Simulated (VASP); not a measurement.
# Hf (P6/mmm) in VASP: single point with r2SCAN

Aim: the single point of Hf with r2SCAN.

Everything below comes from runs of VASP 6.6.1. Logs are shortened: lines on timing, memory, paths and dates and some standing lists are left out, and cuts for length are marked.

## (1) The cell of the first run

It takes space group P6/mmm (No. 191, hexagonal). Conventional cell: a = 5.142 Å, b = 5.142 Å, c = 2.714 Å, α = 90.00°, β = 90.00°, γ = 120.00°. Within 3.6 Å of Hf (site symmetry -6m2) lie 5 Hf at 2.71 to 2.97 Å.

This isn't the form of Hf at room conditions, which is hcp.

## (2) Single point, r2SCAN

File POSCAR:

```
Hf
1.0
    5.1416084978      0.0000000000      0.0000000000
   -2.5708042489      4.4527635754      0.0000000000
    0.0000000000      0.0000000000      5.4286387973
Hf
4
Direct
    0.3333333333      0.6666666667      0.0000000000
    0.6666666667      0.3333333333      0.5000000000
    0.3333333333      0.6666666667      0.5000000000
    0.6666666667      0.3333333333      1.0000000000
```

File INCAR.step1:

```
SYSTEM = Hf
ALGO = Normal
EDIFF = 1E-4
ENCUT = 520
GGA = PE
ISMEAR = 0
LASPH = .TRUE.
LCHARG = .FALSE.
LREAL = .FALSE.
LWAVE = .TRUE.
NBANDS = 28
NELM = 100
PREC = Accurate
SIGMA = 0.1
```

File INCAR.step2:

```
SYSTEM = Hf
ALGO = Normal
EDIFF = 1E-7
ENCUT = 520
ISIF = 2
ISMEAR = 0
ISTART = 1
LASPH = .TRUE.
LCHARG = .TRUE.
LELF = .TRUE.
LMIXTAU = .TRUE.
LREAL = .FALSE.
LVHAR = .TRUE.
LWAVE = .FALSE.
METAGGA = R2SCAN
NBANDS = 28
NELM = 100
PREC = Accurate
SIGMA = 0.1
```

File KPOINTS:

```
k-points
0
G
  12 12 8
  0 0 0
```

Potentials or basis: VASP PAW PBE potentials, release 64 (Hf_pv).

Started as:

```console
$ cat potpaw_PBE.64/Hf_pv/POTCAR > POTCAR
$ cp INCAR.step1 INCAR
$ mpirun -np 1 vasp_std > vasp.out
$ cp INCAR.step2 INCAR
$ mpirun -np 1 vasp_std > vasp.out
```

OUTCAR:

```text
SYSTEM = Hf
   EDIFF = 1E-7
   ENCUT = 520
   ISIF = 2
   ISMEAR = 0
   ISTART = 1
   LASPH = .TRUE.
   LREAL = .FALSE.
   METAGGA = R2SCAN
   NELM = 100
   PREC = Accurate

 ion  position               nearest neighbor table
   1  0.333  0.667  0.000-   3 2.71   3 2.71   4 2.97   4 2.97   4 2.97
   2  0.667  0.333  0.500-   4 2.71   4 2.71   3 2.97   3 2.97   3 2.97
   3  0.333  0.667  0.500-   1 2.71   1 2.71   2 2.97   2 2.97   2 2.97
   4  0.667  0.333  0.000-   2 2.71   2 2.71   1 2.97   1 2.97   1 2.97

  LATTYP: Found a hexagonal cell.
 ALAT       =     5.1416084978
 C/A-ratio  =     1.0558250010

  Lattice vectors:

 A1 = (   5.1416084978,   0.0000000000,   0.0000000000)
 A2 = (  -2.5708042489,   4.4527635754,   0.0000000000)
 A3 = (   0.0000000000,   0.0000000000,   5.4286387973)

Analysis of symmetry for initial positions (statically):
=====================================================================
 Subroutine PRICEL returns following result:

  LATTYP: Found a hexagonal cell.
 ALAT       =     5.1416084978
 C/A-ratio  =     0.5279125005

  Lattice vectors:

 A1 = (   5.1416084978,   0.0000000000,   0.0000000000)
 A2 = (  -2.5708042489,   4.4527635754,   0.0000000000)
 A3 = (   0.0000000000,   0.0000000000,   2.7143193986)

   2 primitive cells build up your supercell.

 Routine SETGRP: Setting up the symmetry group for a
 hexagonal supercell.

 Subroutine GETGRP returns: Found 24 space group operations
 (whereof 24 operations were pure point group operations)
 out of a pool of 24 trial point group operations.

The static configuration has the point symmetry D_6h.

Analysis of symmetry for dynamics (positions and initial velocities):
=====================================================================
 Subroutine PRICEL returns following result:

  LATTYP: Found a hexagonal cell.
 ALAT       =     5.1416084978
 C/A-ratio  =     0.5279125005

  Lattice vectors:

 A1 = (   5.1416084978,   0.0000000000,   0.0000000000)
 A2 = (  -2.5708042489,   4.4527635754,   0.0000000000)
 A3 = (   0.0000000000,   0.0000000000,   2.7143193986)

   2 primitive cells build up your supercell.

 Routine SETGRP: Setting up the symmetry group for a
 hexagonal supercell.

 Subroutine GETGRP returns: Found 24 space group operations
[... 92 lines left out ...]
   NGXF,Y,Z  is equivalent  to a cutoff of  25.87, 25.87, 24.50 a.u.
 SYSTEM =  Hf
   PREC   = accura    normal or accurate (medium, high low for compatibility)
   ISTART =      1    job   : 0-new  1-cont  2-samecut
   ICHARG =      0    charge: 1-file 2-atom 10-const
   ISPIN  =      1    spin polarized calculation?
   LNONCOLLINEAR =      F non collinear calculations
   LSORBIT =      F    spin-orbit coupling
   LASPH  =      T    aspherical Exc in radial PAW
   ENCUT  =  520.0 eV  38.22 Ry    6.18 a.u.   9.56  9.56 10.09*2*pi/ulx,y,z
   NELM   =    100;   NELMIN=  2; NELMDL=  0     # of ELM steps
   EDIFF  = 0.1E-06   stopping-criterion for ELM
   LREAL  =      F    real-space projection
   EDIFFG = 0.1E-05   stopping-criterion for IOM
   NSW    =      0    number of steps for IOM
   IBRION =     -1    ionic relax: 0-MD 1-quasi-New 2-CG
   NFREE  =      0    steps in history (QN), initial steepest desc. (CG)
   ISIF   =      2    stress and relaxation
   ISYM   =      2    0-nonsym 1-usesym 2-fastsym
   POTIM  = 0.5000    time-step for ionic-motion
   TEBEG  =    0.0;   TEEND  =   0.0 temperature during run
   PSTRESS=    0.0 pullay stress
   NELECT =      40.0000    total number of electrons
   NUPDOWN=      -1.0000    fix difference up-down
   EMIN   =  10.00;   EMAX   =-10.00  energy-range for DOS
   EFERMI =   0.00;   METHOD = LEGACY
   ISMEAR =     0;   SIGMA  =   0.10  broadening in eV -4-tet -1-fermi 0-gaus
   EFERMI_NEDOS =   21; number of points for ismear=-14 and -15
   IALGO  =     38    algorithm
   IMIX   =      4    mixing-type and parameters
     AMIX     =   0.40;   BMIX     =  1.00
     AMIX_MAG =   1.60;   BMIX_MAG =  1.00
  volume/ion in A,a.u.               =      31.07       209.68
  Fermi-wavevector in a.u.,A,eV,Ry     =   1.121902  2.120088 17.125168  1.258664
  Thomas-Fermi vector in A             =   2.258559
   LORBIT       =      0    0 simple, 1 ext, 2 COOP (PROOUT), +10 PAW based schemes
   METAGGA = R2SCAN    functional components
   LHFCALC =     F    Hartree Fock is set to
   AEXX    =    0.0000 exact exchange contribution
   IVDW    =     0    specifies the selected vdW correction
   LEPSILON=     F    determine dielectric tensor
   LRPA    =     F    only Hartree local field effects (RPA)
 non-spin polarized calculation
 Gauss-broadening in eV      SIGMA  =   0.10
  energy-cutoff  :      520.00
  volume of cell :      124.29
 maximum number of plane-waves:      3388
 NGX is ok and might be reduce to    40
   NGX = 19   NGY = 19   NGZ = 21

 number of electron      40.0000004 magnetization

 Free energy of the ion-electron system (eV)
  ---------------------------------------------------
  ext. energy  EPLUGINS =         0.00000000
  ---------------------------------------------------
  free energy    TOTEN  =      -173.08975662 eV

  energy without entropy =     -173.06189045  energy(sigma->0) =     -173.07582354

 E-fermi :   2.1471     XC(G=0): -10.0969

 val. band max:        2.1438054003   @ k =   0.0833   0.0833   0.3750
 cond. band min:       2.1526673109   @ k =   0.3333   0.2500   0.2500
 fundamental gap:      0.0088619106
 Fermi energy:         2.1471040063

 k-point     1 :       0.0000    0.0000    0.0000
  band No.  band energies     occupation
      1     -30.3744      2.00000
      2     -30.2039      2.00000
      3     -29.8500      2.00000
      4     -29.8500      2.00000
      5     -29.6278      2.00000
      6     -29.6278      2.00000
[... 733 lines left out ...]
     27       5.1793      0.00000
     28       6.2237      0.00000

 [... further k-points ...]
[... 5 lines left out ...]
  --------------------------------------------------------------------------------------
  -------------------------------------------------------------------------------------
  Total       -0.1406950     -0.1406950     -0.3526044      0.0000000     -0.0000000      0.0000000
  in kB       -1.8137169     -1.8137169     -4.5454688      0.0000000     -0.0000000      0.0000000
  external PRESSURE =      -2.7243009 kB  Pullay stress =       0.0000000 kB

 VOLUME and BASIS-vectors are now :
 -----------------------------------------------------------------------------
  energy-cutoff  :      520.00
  volume of cell :      124.29
      direct lattice vectors                 reciprocal lattice vectors
     5.141608498  0.000000000  0.000000000     0.194491665  0.112289815  0.000000000
    -2.570804249  4.452763575  0.000000000     0.000000000  0.224579631  0.000000000
     0.000000000  0.000000000  5.428638797     0.000000000  0.000000000  0.184208240

 POSITION                                       TOTAL-FORCE (eV/Angst)
 -----------------------------------------------------------------------------------
     -0.00000      2.96851      0.00000         0.000000     -0.000000      0.000000
      2.57080      1.48425      2.71432        -0.000000      0.000000     -0.000000
     -0.00000      2.96851      2.71432         0.000000     -0.000000      0.000000
      2.57080      1.48425      0.00000        -0.000000      0.000000     -0.000000
 -----------------------------------------------------------------------------------
    total drift:                                0.000000     -0.000000     -0.000000

  FREE ENERGIE OF THE ION-ELECTRON SYSTEM (eV)
  ---------------------------------------------------
  free  energy   TOTEN  =      -173.0897566197 eV

  energy  without entropy=     -173.0618904507  energy(sigma->0) =     -173.07582354
```

OSZICAR.step1:

```text
N       E                     dE             d eps       ncg     rms          rms(c)
DAV:   1     0.156370085801E+03    0.15637E+03   -0.22206E+04  5728   0.130E+03
DAV:   2    -0.237189259244E+02   -0.18009E+03   -0.17515E+03  6352   0.314E+02
DAV:   3    -0.333808590815E+02   -0.96619E+01   -0.92007E+01  7272   0.440E+01
DAV:   4    -0.337071036502E+02   -0.32624E+00   -0.32208E+00  6988   0.809E+00
DAV:   5    -0.337172422715E+02   -0.10139E-01   -0.10125E-01  7440   0.120E+00    0.636E+01
DAV:   6    -0.329969081559E+02    0.72033E+00   -0.74826E-01  5964   0.423E+00    0.368E+01
DAV:   7    -0.327662866539E+02    0.23062E+00   -0.10607E+00  6080   0.495E+00    0.188E+00
DAV:   8    -0.327518199011E+02    0.14467E-01   -0.11195E-01  6096   0.151E+00    0.785E-01
DAV:   9    -0.327520651008E+02   -0.24520E-03   -0.28498E-03  7416   0.250E-01    0.208E-01
DAV:  10    -0.327520042449E+02    0.60856E-04   -0.63334E-04  5356   0.111E-01
   1 F= -.32752004E+02 E0= -.32734358E+02  d E =-.352927E-01
```

Run time: 30 min. Hardware: 1 thread of Oxide Virtual Turin-like, shared host; peak memory 0.39 GiB.

What came out:

```
Free energy            : -173.0898 eV
Pressure               : -0.3 GPa
Band gap on the k mesh : zero (bands 20 and 21 overlap by 1.08 eV)
```

Stress tensor (GPa, compression positive):
```
-0.18  0.00  0.00
 0.00 -0.18  0.00
 0.00  0.00 -0.45
```

Caveat: the PAW data sets were made with another functional, which shifts forces and pressure a little; spin-orbit coupling is left out, which moves the levels of the heavy elements.
